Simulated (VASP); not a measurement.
Write the native input for VASP 6.6.1 that does the following.

| Quantity | Value |
| --- | --- |
| Task | single point |
| Functional | LDA |
| Potentials or basis | VASP PAW LDA potentials, release 64 (Te, Mo_sv) |
| Cutoff | 520 eV |
| k mesh | 3 × 3 × 1 |
| Occupations | fermi-dirac, width 0.1 eV |
| Spin | no spin polarisation |
| Dipole correction | no |
| Further INCAR settings | ALGO = Normal; EDIFF = 1e-06; NBANDS = 20 |

The structure of Te2Mo lies in POSCAR:

```
Te2Mo
1.0
    3.5602328100      0.0000000000      0.0000000000
   -1.7801164100      3.0832520600      0.0000000000
    0.0000000000      0.0000000000     17.5240578200
Te Mo
2 1
Direct
    0.3333333333      0.6666666667      0.8978554500
    0.3333333333      0.6666666667      0.1021445500
    0.0000000000      0.0000000000      0.0000000000
```

One way to write it, as run:

INCAR

```
PREC = Accurate
ENCUT = 520
EDIFF = 1E-6
ISMEAR = -1
SIGMA = 0.1
LREAL = F
LASPH = T
NELM = 100
ALGO = Normal
ISIF = 2
LWAVE = F
LCHARG = F
NBANDS = 20
```

KPOINTS

```
regular mesh
0
Gamma
  3 3 1
```

Potentials or basis: VASP PAW LDA potentials, release 64 (Te, Mo_sv).

Launch:

```bash
$ cat potpaw_LDA.64/Te/POTCAR potpaw_LDA.64/Mo_sv/POTCAR > POTCAR
$ mpirun -np 1 vasp_std > vasp.out
```

It gave:

```yaml
Largest_force: 0.553 eV/Å
Band_gap_on_the_k_mesh: 0.99 eV, direct
```

Caveat: the k points lie up to 0.68 Å⁻¹ apart; spin-orbit coupling is left out, which moves the levels of the heavy elements.

It took 38 s on 1 thread of Intel Xeon 6975P-C (shared host), peak memory 0.25 GiB.
